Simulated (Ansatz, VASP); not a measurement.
## One calculation of H, two programs

File INCAR:

```
PREC = Accurate
ENCUT = 500
EDIFF = 1E-6
ISMEAR = 0
SIGMA = 0.02
LREAL = F
LASPH = T
NELM = 120
ALGO = Normal
ISIF = 2
LWAVE = F
LCHARG = F
GGA = PS
NBANDS = 10
GGA_COMPAT = F
```

Contents of KPOINTS:

```
regular mesh
0
Gamma
  8 8 4
```

The input POSCAR:

```
H
1.0
    1.5972625192     -2.6564302193      0.0000000000
    1.5972625192      2.6564302193      0.0000000000
    0.0000000000      0.0000000000      5.9392358655
H
4
Direct
    0.5683690730      0.4316309270      1.0090056027
    0.4316309270      0.5683690730     -0.0090056027
    0.4316309270      0.5683690730      0.5090056027
    0.5683690730      0.4316309270      0.4909943973
```

Input for Ansatz:

```yaml
crystal:
  lattice:
    - [1.5972625192, -2.6564302193, 0.0]
    - [1.5972625192, 2.6564302193, 0.0]
    - [0.0, 0.0, 5.9392358655]
  atoms:
    - { symbol: H, position: [0.568369073, 0.431630927, 1.0090056027] }
    - { symbol: H, position: [0.431630927, 0.568369073, -0.0090056027] }
    - { symbol: H, position: [0.431630927, 0.568369073, 0.5090056027] }
    - { symbol: H, position: [0.568369073, 0.431630927, 0.4909943973] }
basis:
  ecutwfc: 420
kpoints:
  mp_grid: { grid: [8, 8, 4] }
hamiltonian:
  xc: pbesol
scf:
  occupations: { method: gaussian, width: 0.02 }
output:
  forces: true
  stress: true
  eigenvalues: true
```

Alike in both runs: task single point; functional PBEsol; k mesh 8 × 8 × 4; occupations gaussian, width 0.02 eV; no spin polarisation.

```csv
,VASP,Ansatz
version,VASP 6.6.1,Ansatz 0.2.0
potentials or method,"VASP PAW PBE potentials, release 64 (H), cutoff 500 eV","scalar-relativistic, plane waves, PAW"
valence electrons in the cell,4,4
```

|  | VASP | Ansatz | Ansatz less VASP |
| --- | --- | --- | --- |
| gap on the k mesh at the Fermi level (eV) | 7.94 | 7.95 | +0.004 |
| least direct gap on the mesh (eV) | 7.96 | 7.96 | +0.004 |
| pressure (GPa) | 1.4 | 1.6 | +0.23 |
| traceless stress, the component that is largest in VASP (GPa) | 2.46 | 2.49 | +0.032 |
| rms of the force components (eV/Å) | 0.506 | 0.504 | -0.0017 |

VASP's potentials were made for PBE, not for PBEsol. Atom by atom the forces differ by 0.002 eV/Å (rms over components).
